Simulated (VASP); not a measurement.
# Mg27HO26 (a cell with a defect) (Periclase) in VASP: electric field gradients with PBE

Aim: the electric field gradients of Mg27HO26 (a cell with a defect) (Periclase) with PBE.

Program: VASP 6.6.1. These are calculated values, not measurements. Logs are shortened: lines on timing, memory, paths and dates and some standing lists are left out, and cuts for length are marked.

## 1. The cell of the first run

The cell holds a defect, 54 atoms: a = 8.946 Å, b = 8.946 Å, c = 8.946 Å, α = 60.00°, β = 60.00°, γ = 60.00°.

## 2. Electric field gradients, PBE

The input, INCAR:

```
PREC     = Accurate       # precision mode
ENCUT    = 520            # plane-wave cutoff, eV
EDIFF    = 1E-8           # SCF threshold, eV
ISMEAR   = -1             # smearing method
SIGMA    = 0.01           # smearing width, eV
LREAL    = Auto         
LASPH    = True           # aspherical terms in the spheres
NELM     = 100            # most SCF steps
ALGO     = Normal         # electronic algorithm
ISIF     = 2              # what is computed and relaxed
LWAVE    = False          # write WAVECAR
LCHARG   = False          # write CHGCAR
GGA      = PE             # functional
LEFG     = True         
NELECT   = 210.0        
NBANDS   = 138            # bands
```

The input, KPOINTS:

```
Automatic mesh
0
Gamma
  3 3 3
```

The input, POSCAR:

```
Mg27HO26
1.0
    0.0000000000      6.3255000000      6.3255000000
    6.3255000000      0.0000000000      6.3255000000
    6.3255000000      6.3255000000      0.0000000000
Mg H O
27 1 26
Direct
    0.0000000000      0.0000000000      0.0000000000
    0.0000000000      0.0000000000      0.3333333333
    0.0000000000      0.0000000000      0.6666666667
    0.0000000000      0.3333333333      0.0000000000
    0.0000000000      0.3333333333      0.3333333333
    0.0000000000      0.3333333333      0.6666666667
    0.0000000000      0.6666666667      0.0000000000
    0.0000000000      0.6666666667      0.3333333333
    0.0000000000      0.6666666667      0.6666666667
    0.3333333333      0.0000000000      0.0000000000
    0.3333333333      0.0000000000      0.3333333333
    0.3333333333      0.0000000000      0.6666666667
    0.3333333333      0.3333333333      0.0000000000
    0.3333333333      0.3333333333      0.3333333333
    0.3333333333      0.3333333333      0.6666666667
    0.3333333333      0.6666666667      0.0000000000
    0.3333333333      0.6666666667      0.3333333333
    0.3333333333      0.6666666667      0.6666666667
    0.6666666667      0.0000000000      0.0000000000
    0.6666666667      0.0000000000      0.3333333333
    0.6666666667      0.0000000000      0.6666666667
    0.6666666667      0.3333333333      0.0000000000
    0.6666666667      0.3333333333      0.3333333333
    0.6666666667      0.3333333333      0.6666666667
    0.6666666667      0.6666666667      0.0000000000
    0.6666666667      0.6666666667      0.3333333333
    0.6666666667      0.6666666667      0.6666666667
    0.1666666667      0.1666666667      0.1666666667
    0.1666666667      0.1666666667      0.5000000000
    0.1666666667      0.1666666667      0.8333333333
    0.1666666667      0.5000000000      0.1666666667
    0.1666666667      0.5000000000      0.5000000000
    0.1666666667      0.5000000000      0.8333333333
    0.1666666667      0.8333333333      0.1666666667
    0.1666666667      0.8333333333      0.5000000000
    0.1666666667      0.8333333333      0.8333333333
    0.5000000000      0.1666666667      0.1666666667
    0.5000000000      0.1666666667      0.5000000000
    0.5000000000      0.1666666667      0.8333333333
    0.5000000000      0.5000000000      0.1666666667
    0.5000000000      0.5000000000      0.5000000000
    0.5000000000      0.5000000000      0.8333333333
    0.5000000000      0.8333333333      0.1666666667
    0.5000000000      0.8333333333      0.5000000000
    0.5000000000      0.8333333333      0.8333333333
    0.8333333333      0.1666666667      0.1666666667
    0.8333333333      0.1666666667      0.5000000000
    0.8333333333      0.1666666667      0.8333333333
    0.8333333333      0.5000000000      0.1666666667
    0.8333333333      0.5000000000      0.5000000000
    0.8333333333      0.5000000000      0.8333333333
    0.8333333333      0.8333333333      0.1666666667
    0.8333333333      0.8333333333      0.5000000000
    0.8333333333      0.8333333333      0.8333333333
```

Potentials or basis: VASP PAW PBE potentials, release 64 (Mg, H, O).

Run with:

```console
$ cat potpaw_PBE.64/Mg/POTCAR potpaw_PBE.64/H/POTCAR potpaw_PBE.64/O/POTCAR > POTCAR
$ mpirun -np 1 vasp_std > vasp.out
```

OUTCAR:

```text
PREC = Accurate
   ENCUT = 520
   EDIFF = 1E-8
   ISMEAR = -1
   LREAL = Auto
   LASPH = True
   NELM = 100
   ISIF = 2
   GGA = PE
   NELECT = 210.0

 ion  position               nearest neighbor table
   1  0.000  0.000  0.000-  30 2.11  34 2.11  36 2.11  46 2.11  48 2.11  52 2.11  10 2.98  12 2.98
                            16 2.98  19 2.98  20 2.98  22 2.98   2 2.98   3 2.98   4 2.98   6 2.98
   2  0.000  0.000  0.333-  34 2.11  46 2.11  35 2.11  28 2.11  47 2.11  53 2.11  17 2.98  20 2.98
                            23 2.98   1 2.98   4 2.98   5 2.98   8 2.98  10 2.98  11 2.98  21 2.98
   3  0.000  0.000  0.667-  36 2.11  48 2.11  29 2.11  47 2.11  35 2.11  54 2.11  19 2.98  21 2.98
                            24 2.98   1 2.98   6 2.98   7 2.98   9 2.98  12 2.98  18 2.98  11 2.98
   4  0.000  0.333  0.000-  30 2.11  46 2.11  33 2.11  28 2.11  49 2.11  51 2.11  15 2.98  22 2.98
                            23 2.98   1 2.98   2 2.98   5 2.98   6 2.98  10 2.98  13 2.98   9 2.98
   5  0.000  0.333  0.333-  28 2.11  47 2.11  49 2.11  29 2.11  31 2.11  50 2.11   2 2.98   4 2.98
                            11 2.98  13 2.98  14 2.98  23 2.98  24 2.98  26 2.98   3 2.98   7 2.98
   6  0.000  0.333  0.667-  29 2.11  30 2.11  48 2.11  51 2.11  50 2.11  32 2.11  24 2.98   1 2.98
                             3 2.98   4 2.98  12 2.98  15 2.98  22 2.98  14 2.98  27 2.98   5 2.98
   7  0.000  0.667  0.000-  36 2.11  52 2.11  31 2.11  49 2.11  33 2.11  54 2.11  19 2.98  25 2.98
                            26 2.98   1 2.98   3 2.98   8 2.98   9 2.98  16 2.98  18 2.98  13 2.98
   8  0.000  0.667  0.333-  31 2.11  34 2.11  52 2.11  53 2.11  32 2.11  50 2.11  26 2.98   1 2.98
                             2 2.98   7 2.98  16 2.98  17 2.98  20 2.98  14 2.98  27 2.98   6 2.98
   9  0.000  0.667  0.667-  54 2.11  35 2.11  33 2.11  51 2.11  53 2.11  32 2.11   3 2.98   7 2.98
[... 62 lines left out ...]
  53  0.833  0.833  0.500-  27 2.11  20 2.11   8 2.11   2 2.11  21 2.11   9 2.11
  54  0.833  0.833  0.833-   9 2.11  21 2.11  25 2.11  19 2.11   7 2.11   3 2.11

  LATTYP: Found a face centered cubic cell.
 ALAT       =    12.6510000000

  Lattice vectors:

 A1 = (   0.0000000000,   6.3255000000,   6.3255000000)
 A2 = (   6.3255000000,   0.0000000000,   6.3255000000)
 A3 = (   6.3255000000,   6.3255000000,   0.0000000000)

Analysis of symmetry for initial positions (statically):
=====================================================================
 Subroutine PRICEL returns:
 Original cell was already a primitive cell.

 Routine SETGRP: Setting up the symmetry group for a
 face centered cubic supercell.

 Subroutine GETGRP returns: Found 48 space group operations
 (whereof  6 operations were pure point group operations)
 out of a pool of 48 trial point group operations.

The static configuration has the point symmetry C_3v.
 The point group associated with its full space group is O_h .

Analysis of symmetry for dynamics (positions and initial velocities):
[... 739 lines left out ...]
  external PRESSURE =       8.2289318 kB  Pullay stress =       0.0000000 kB

 VOLUME and BASIS-vectors are now :
 -----------------------------------------------------------------------------
  energy-cutoff  :      520.00
  volume of cell :      506.19
      direct lattice vectors                 reciprocal lattice vectors
     0.000000000  6.325500000  6.325500000    -0.079045135  0.079045135  0.079045135
     6.325500000  0.000000000  6.325500000     0.079045135 -0.079045135  0.079045135
     6.325500000  6.325500000  0.000000000     0.079045135  0.079045135 -0.079045135

 POSITION                                       TOTAL-FORCE (eV/Angst)
 -----------------------------------------------------------------------------------
      0.00000      0.00000      0.00000        -0.199634     -0.199634     -0.199634
      2.10850      2.10850      0.00000         0.000000      0.000000     -1.772741
      4.21700      4.21700      0.00000         0.199634      0.199634     -0.199634
      2.10850      0.00000      2.10850         0.000000     -1.772741      0.000000
      4.21700      2.10850      2.10850         1.772741      0.000000      0.000000
      6.32550      4.21700      2.10850         0.224096     -0.224096      0.000000
[... 46 lines left out ...]
      8.43400      8.43400     10.54250         0.000000      0.000000      0.207912
     10.54250     10.54250     10.54250         0.014473      0.014473      0.014473
 -----------------------------------------------------------------------------------
    total drift:                                0.000021      0.000021      0.000021

  FREE ENERGIE OF THE ION-ELECTRON SYSTEM (eV)
  ---------------------------------------------------
  free  energy   TOTEN  =      -319.9663663488 eV

  energy  without entropy=     -319.9663663488  energy(sigma->0) =     -319.96636635

 Electric field gradients (V/A^2)
---------------------------------------------------------------------
 ion       V_xx      V_yy      V_zz      V_xy      V_xz      V_yz
---------------------------------------------------------------------
   1      -0.000     0.000     0.000    -0.073    -0.073    -0.073
   2      -5.446    -5.446    10.892     0.000     0.000     0.000
   3      -0.000    -0.000     0.000    -0.073     0.073     0.073
   4      -5.446    10.892    -5.446     0.000     0.000     0.000
   5      10.892    -5.446    -5.446     0.000     0.000    -0.000
   6       0.480     0.480    -0.959    -0.319     0.000     0.000
[... 46 lines left out ...]
  53      -0.648    -0.648     1.296     0.000    -0.002    -0.002
  54       0.000    -0.000     0.000    -1.708    -1.708    -1.708
---------------------------------------------------------------------

 Electric field gradients after diagonalization (V/A^2)
 (convention: |V_zz| > |V_xx| > |V_yy|)
----------------------------------------------------------------------
 ion       V_xx      V_yy      V_zz     asymmetry (V_yy - V_xx)/ V_zz
----------------------------------------------------------------------
   1       0.073     0.073    -0.146       0.000
   2      -5.446    -5.446    10.892       0.000
   3       0.073     0.073    -0.146       0.000
   4      -5.446    -5.446    10.892       0.000
   5      -5.446    -5.446    10.892       0.000
   6       0.799     0.161    -0.959       0.665
[... 46 lines left out ...]
  53      -0.648    -0.648     1.296       0.000
  54       1.708     1.708    -3.415       0.000
----------------------------------------------------------------------

           NMR quadrupolar parameters

 Cq : quadrupolar parameter    Cq=e*Q*V_zz/h
 eta: asymmetry parameters     (V_yy - V_xx)/ V_zz
 Q  : nuclear electric quadrupole moment in mb (millibarn)
----------------------------------------------------------------------
 ion       Cq(MHz)       eta       Q (mb)
----------------------------------------------------------------------
   1      -0.000       0.000       1.000
   2       0.026       0.000       1.000
   3      -0.000       0.000       1.000
   4       0.026       0.000       1.000
   5       0.026       0.000       1.000
   6      -0.002       0.665       1.000
[... 46 lines left out ...]
  53       0.003       0.000       1.000
  54      -0.008       0.000       1.000
----------------------------------------------------------------------
```

Wall time 15 min (1 thread of Intel Xeon Platinum 8488C (Sapphire Rapids), shared host); peak memory 0.79 GiB.

What came out:

- Free energy: -319.9664 eV
- Largest force: 1.773 eV/Å

Forces on the atoms (eV/Å):
```
Mg  -0.200 -0.200 -0.200
Mg   0.000  0.000 -1.773
Mg   0.200  0.200 -0.200
Mg   0.000 -1.773  0.000
Mg   1.773  0.000  0.000
Mg   0.224 -0.224  0.000
Mg   0.200 -0.200  0.200
Mg   0.224  0.000 -0.224
Mg   0.000 -0.224 -0.224
Mg  -1.773  0.000  0.000
Mg   0.000  1.773  0.000
Mg  -0.224  0.224  0.000
Mg   0.000  0.000  1.773
Mg   0.200  0.200  0.200
Mg  -0.200 -0.200  0.200
Mg  -0.224  0.000  0.224
Mg  -0.200  0.200 -0.200
Mg   0.000  0.224  0.224
Mg  -0.200  0.200  0.200
Mg   0.000  0.224 -0.224
Mg  -0.224  0.000 -0.224
Mg   0.000 -0.224  0.224
Mg   0.200 -0.200 -0.200
Mg   0.224  0.000  0.224
Mg  -0.224 -0.224  0.000
Mg   0.224  0.224  0.000
Mg   0.000  0.000  0.000
H    0.000  0.000  0.000
O   -0.553 -0.553  0.000
O    0.553  0.553  0.000
O   -0.553  0.000 -0.553
O   -0.014  0.014  0.014
O    0.000  0.553 -0.553
O    0.553  0.000  0.553
O    0.000 -0.553  0.553
O    0.014 -0.014 -0.014
O    0.000 -0.553 -0.553
O    0.014 -0.014  0.014
O    0.553  0.000 -0.553
O    0.014  0.014 -0.014
O   -0.014 -0.014 -0.014
O    0.000  0.000 -0.208
O    0.553 -0.553  0.000
O    0.000 -0.208  0.000
O    0.208  0.000  0.000
O    0.000  0.553  0.553
O   -0.553  0.000  0.553
O   -0.014  0.014 -0.014
O   -0.553  0.553  0.000
O   -0.208  0.000  0.000
O    0.000  0.208  0.000
O   -0.014 -0.014  0.014
O    0.000  0.000  0.208
O    0.014  0.014  0.014
```

Levels at points of the mesh, in eV from the Fermi level:
```
           k point  band 102  band 103  band 104  band 105  band 106  band 107  band 108  band 109
(0.00, 0.00, 0.00)     -0.62     -0.24     -0.24     -0.24      4.67      5.26      5.26      5.26
```

Electric field gradients, principal values (V/Å²):
| atom | least | middle | greatest (by size) |
| --- | --- | --- | --- |
| 1 Mg | 0.073 | 0.073 | -0.146 |
| 2 Mg | -5.446 | -5.446 | 10.892 |
| 3 Mg | 0.073 | 0.073 | -0.146 |
| 4 Mg | -5.446 | -5.446 | 10.892 |
| 5 Mg | -5.446 | -5.446 | 10.892 |
| 6 Mg | 0.161 | 0.799 | -0.959 |
| 7 Mg | 0.073 | 0.073 | -0.146 |
| 8 Mg | 0.161 | 0.799 | -0.959 |
| 9 Mg | 0.161 | 0.799 | -0.959 |
| 10 Mg | -5.446 | -5.446 | 10.892 |
| 11 Mg | -5.446 | -5.446 | 10.892 |
| 12 Mg | 0.161 | 0.799 | -0.959 |
| 13 Mg | -5.446 | -5.446 | 10.892 |
| 14 Mg | 0.073 | 0.073 | -0.146 |
| 15 Mg | 0.073 | 0.073 | -0.146 |
| 16 Mg | 0.161 | 0.799 | -0.959 |
| 17 Mg | 0.073 | 0.073 | -0.146 |
| 18 Mg | 0.161 | 0.799 | -0.959 |
| 19 Mg | 0.073 | 0.073 | -0.146 |
| 20 Mg | 0.161 | 0.799 | -0.959 |
| 21 Mg | 0.161 | 0.799 | -0.959 |
| 22 Mg | 0.161 | 0.799 | -0.959 |
| 23 Mg | 0.073 | 0.073 | -0.146 |
| 24 Mg | 0.161 | 0.799 | -0.959 |
| 25 Mg | 0.161 | 0.799 | -0.959 |
| 26 Mg | 0.161 | 0.799 | -0.959 |
| 27 Mg | 0.000 | 0.000 | 0.000 |
| 28 H | -0.001 | 0.001 | 0.001 |
| 29 O | -8.967 | -10.579 | 19.546 |
| 30 O | -8.969 | -10.577 | 19.546 |
| 31 O | -8.967 | -10.579 | 19.546 |
| 32 O | 1.704 | 1.711 | -3.415 |
| 33 O | -8.969 | -10.580 | 19.549 |
| 34 O | -8.969 | -10.577 | 19.546 |
| 35 O | -8.969 | -10.580 | 19.549 |
| 36 O | 1.706 | 1.708 | -3.414 |
| 37 O | -8.967 | -10.579 | 19.546 |
| 38 O | 1.704 | 1.711 | -3.415 |
| 39 O | -8.969 | -10.580 | 19.549 |
| 40 O | 1.704 | 1.711 | -3.415 |
| 41 O | 1.710 | 1.710 | -3.420 |
| 42 O | -0.644 | -0.650 | 1.294 |
| 43 O | -8.969 | -10.580 | 19.549 |
| 44 O | -0.644 | -0.650 | 1.294 |
| 45 O | -0.648 | -0.648 | 1.296 |
| 46 O | -8.969 | -10.577 | 19.546 |
| 47 O | -8.969 | -10.580 | 19.549 |
| 48 O | 1.706 | 1.708 | -3.414 |
| 49 O | -8.969 | -10.580 | 19.549 |
| 50 O | -0.644 | -0.650 | 1.294 |
| 51 O | -0.648 | -0.648 | 1.296 |
| 52 O | 1.706 | 1.708 | -3.414 |
| 53 O | -0.648 | -0.648 | 1.296 |
| 54 O | 1.708 | 1.708 | -3.415 |

Caveat: the cell carries a net charge on a neutralising background, which shifts energy and pressure; the cell is charged against a uniform background, so pressure and absolute levels hang on convention; without QUAD_EFG the Cq values of the log hold for a quadrupole moment of 1 mb, not for the nuclei.
